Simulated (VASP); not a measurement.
MgCdTe3, 5 atoms in the cell. Symmetry: R-3m, No. 166, trigonal system. The conventional cell has a = 6.779 Å, b = 6.779 Å, c = 13.587 Å, α = 90.00°, β = 90.00°, γ = 120.00°. Within 4.5 Å of Mg (site symmetry -3m) lie 6 Te at 3.39 Å. Cd (site symmetry -3m) has 6 Te at 2.99 Å within 3.9 Å. Te (site symmetry 2/m) has 2 Cd at 2.99 Å and 4 Te at 3.39 Å and 2 Mg at 3.39 Å within 3.9 Å. 

```yaml
Program: VASP 6.6.1
Task: single point
Functional: PBE
Potentials_or_basis: VASP PAW PBE potentials, release 64 (Mg, Cd, Te)
Cutoff: 520 eV
k_mesh: 3 × 3 × 3
Occupations: gaussian, width 0.1 eV
Spin: no spin polarisation
Dipole_correction: no
Further_INCAR_settings: ALGO = Normal; EDIFF = 1e-06; NBANDS = 24
```

Potentials or basis: VASP PAW PBE potentials, release 64 (Mg, Cd, Te).

Command:

```sh
$ cat potpaw_PBE.64/Mg/POTCAR potpaw_PBE.64/Cd/POTCAR potpaw_PBE.64/Te/POTCAR > POTCAR
$ mpirun -np 1 vasp_std > vasp.out
```

Hardware: 1 thread of Intel(R) Xeon(R) 6975P-C (Granite Rapids) (shared host).

Q: Estimate the wall time of this run.

A: It took 18 s on 1 thread of Intel(R) Xeon(R) 6975P-C (Granite Rapids), on a shared host, peak memory 0.32 GiB. Counts: scf iterations 14, k points 6.
